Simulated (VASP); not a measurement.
# Zr (P6/mmm) in VASP: further runs, part 2 of 2

VASP 6.6.1. The steps go on from the part before.

## 3. Relaxation of cell and atoms, PBE, target pressure 64 GPa, at which the enthalpy is minimised

File INCAR:

```
PREC = Accurate ; ENCUT = 600
EDIFF = 1E-7 ; ISMEAR = -1
SIGMA = 0.05 ; LREAL = F
LASPH = T ; NELM = 80
ALGO = Normal ; ISIF = 3
LWAVE = F ; LCHARG = F
GGA = PE ; IBRION = 2
NSW = 32 ; EDIFFG = -0.005
PSTRESS = 640.0
```

File KPOINTS:

```
Automatic mesh
0
Gamma
  8 8 11
```

File POSCAR:

```
Zr
1.0
    4.4868246046      0.0000000000      0.0000000000
   -2.2434123023      3.8857040900      0.0000000000
    0.0000000000      0.0000000000      2.7590094773
Zr
3
Direct
    0.0000000000      0.0000000000      0.0000000000
    0.3333333333      0.6666666667      0.5000000000
    0.6666666667      0.3333333333      0.5000000000
```

Potentials or basis: VASP PAW PBE potentials, release 64 (Zr_sv).

On the command line:

```console
cat potpaw_PBE.64/Zr_sv/POTCAR > POTCAR
mpirun -np 1 vasp_std > vasp.out
```

OUTCAR:

```text
PREC = Accurate
   ENCUT = 600
   EDIFF = 1E-7
   ISMEAR = -1
   LREAL = F
   LASPH = T
   NELM = 80
   ISIF = 3
   GGA = PE
   IBRION = 2
   NSW = 32
   EDIFFG = -0.005
   PSTRESS = 640.0

 ion  position               nearest neighbor table
   1  0.000  0.000  0.000-   2 2.93   3 2.93   2 2.93   3 2.93   3 2.93   3 2.93   2 2.93   2 2.93
                             3 2.93   3 2.93   2 2.93   2 2.93
   2  0.333  0.667  0.500-   3 2.59   3 2.59   3 2.59   1 2.93   1 2.93   1 2.93   1 2.93   1 2.93
                             1 2.93   3 3.78   3 3.78   3 3.78   3 3.78   3 3.78   3 3.78
   3  0.667  0.333  0.500-   2 2.59   2 2.59   2 2.59   1 2.93   1 2.93   1 2.93   1 2.93   1 2.93
                             1 2.93   2 3.78   2 3.78   2 3.78   2 3.78   2 3.78   2 3.78

  LATTYP: Found a hexagonal cell.
 ALAT       =     4.4868246046
 C/A-ratio  =     0.6149136016

  Lattice vectors:

 A1 = (   4.4868246046,   0.0000000000,   0.0000000000)
 A2 = (  -2.2434123023,   3.8857040900,   0.0000000000)
 A3 = (   0.0000000000,   0.0000000000,   2.7590094773)

Analysis of symmetry for initial positions (statically):
=====================================================================
 Subroutine PRICEL returns:
 Original cell was already a primitive cell.

 Routine SETGRP: Setting up the symmetry group for a
 hexagonal supercell.

 Subroutine GETGRP returns: Found 24 space group operations
 (whereof 24 operations were pure point group operations)
 out of a pool of 24 trial point group operations.

The static configuration has the point symmetry D_6h.

Analysis of symmetry for dynamics (positions and initial velocities):
=====================================================================
 Subroutine PRICEL returns:
 Original cell was already a primitive cell.

 Routine SETGRP: Setting up the symmetry group for a
 hexagonal supercell.
[... 130 lines left out ...]
  Thomas-Fermi vector in A             =   2.599649
   LORBIT       =      0    0 simple, 1 ext, 2 COOP (PROOUT), +10 PAW based schemes
   GGA     = PE    functional components
   LHFCALC =     F    Hartree Fock is set to
   AEXX    =    0.0000 exact exchange contribution
   IVDW    =     0    specifies the selected vdW correction
   LEPSILON=     F    determine dielectric tensor
   LRPA    =     F    only Hartree local field effects (RPA)
 conjugate gradient relaxation of ions
 non-spin polarized calculation
  energy-cutoff  :      600.00
  volume of cell :       48.10
 maximum number of plane-waves:      1625
 NGX is ok and might be reduce to    36
   NGX = 17   NGY = 17   NGZ = 11

--------------------------------------- Ionic step        1  -------------------------------------------

 number of electron      36.0000000 magnetization

 Free energy of the ion-electron system (eV)
  ---------------------------------------------------
  ext. energy  EPLUGINS =         0.00000000
  ---------------------------------------------------
  free energy    TOTEN  =       -22.27372042 eV

  energy without entropy =      -22.25042605  energy(sigma->0) =      -22.26207323

------------------------ aborting loop because EDIFF is reached ----------------------------------------

  FORCE on cell =-STRESS in cart. coord.  units (eV):
  Direction    XX          YY          ZZ          XY          YZ          ZX
  --------------------------------------------------------------------------------------
  -------------------------------------------------------------------------------------
  Total       19.2895461     19.2895461     19.2868171      0.0000000     -0.0000000      0.0000000
  in kB      642.4962260    642.4962260    642.4053300      0.0000000     -0.0000000      0.0000000
  external PRESSURE =       2.4659273 kB  Pullay stress =     640.0000000 kB
[... 65 lines left out ...]
--------------------------------------- Ionic step        3  -------------------------------------------

 number of electron      36.0000000 magnetization

 Free energy of the ion-electron system (eV)
  ---------------------------------------------------
  ext. energy  EPLUGINS =         0.00000000
  ---------------------------------------------------
  free energy    TOTEN  =       -22.29099940 eV

  energy without entropy =      -22.26771516  energy(sigma->0) =      -22.27935728

 E-fermi :  13.5165     XC(G=0): -12.8968

 val. band max:       13.5115142060   @ k =   0.3750   0.2500   0.3636
 cond. band min:      13.5291748629   @ k =   0.2500   0.2500   0.2727
 fundamental gap:      0.0176606568
 Fermi energy:        13.5164729481

 k-point     1 :       0.0000    0.0000    0.0000
  band No.  band energies     occupation
      1     -34.8468      2.00000
      2     -34.2256      2.00000
      3     -33.9360      2.00000
      4     -13.6210      2.00000
      5     -13.6210      2.00000
      6     -13.1534      2.00000
[... 589 lines left out ...]
     21      14.9119      0.00000
     22      15.8887      0.00000

 [... further k-points ...]

------------------------ aborting loop because EDIFF is reached ----------------------------------------

  FORCE on cell =-STRESS in cart. coord.  units (eV):
  Direction    XX          YY          ZZ          XY          YZ          ZX
  --------------------------------------------------------------------------------------
  -------------------------------------------------------------------------------------
  Total       19.2270812     19.2270812     19.2405032      0.0000000     -0.0000000     -0.0000000
  in kB      639.8413620    639.8413620    640.2880189      0.0000000     -0.0000000     -0.0000000
  external PRESSURE =      -0.0097524 kB  Pullay stress =     640.0000000 kB
[... 22 lines left out ...]
  energy  without entropy=      -22.2677151591  energy(sigma->0) =      -22.27935728

  enthalpy is  TOTEN    =        -3.0591511246 eV   P V=       19.2318482722

 reached required accuracy - stopping structural energy minimisation
```

Run time: 2.2 min. Hardware: 1 thread of Intel Xeon Platinum 8259CL at 2.50GHz (Skylake/Cascade Lake), shared host; peak memory 0.22 GiB.

Results:

| Item | Value |
| --- | --- |
| Free energy | -22.2910 eV |
| Relaxed volume | 16.05 Å³/atom |
| Relaxed cell | a = 4.488 Å, b = 4.488 Å, c = 2.760 Å, α = 90.00°, β = 90.00°, γ = 120.00° |
| Space group after relaxing (to 0.1 Å) | P6/mmm (No. 191) |
| Energy change on relaxing (the run minimises the enthalpy) | -5.8 meV/atom |
| Ionic steps | 3 |
| Pressure after relaxing | 64.0 GPa |
| Band gap on the k mesh | zero (bands 18 and 19 overlap by 1.06 eV) |

Step by step:
```csv
step,energy change (eV),largest force (eV/Å),pressure (GPa),volume (Å³)
1,0.0000,0.0000,64.25,48.10
2,-0.0685,0.0000,63.28,48.27
3,-0.0173,0.0000,64.00,48.15
```

Final structure:
```yaml
crystal:
  lattice:
    - [4.48818, 0.00000, 0.00000]
    - [-2.24409, 3.88688, 0.00000]
    - [0.00000, 0.00000, 2.75981]
  atoms:
    - { symbol: Zr, position: [0.00000, 0.00000, 0.00000] }
    - { symbol: Zr, position: [0.33333, 0.66667, 0.50000] }
    - { symbol: Zr, position: [0.66667, 0.33333, 0.50000] }
```

Caveat: the cell is relaxed towards a set pressure, so the run minimises the enthalpy, not the energy.
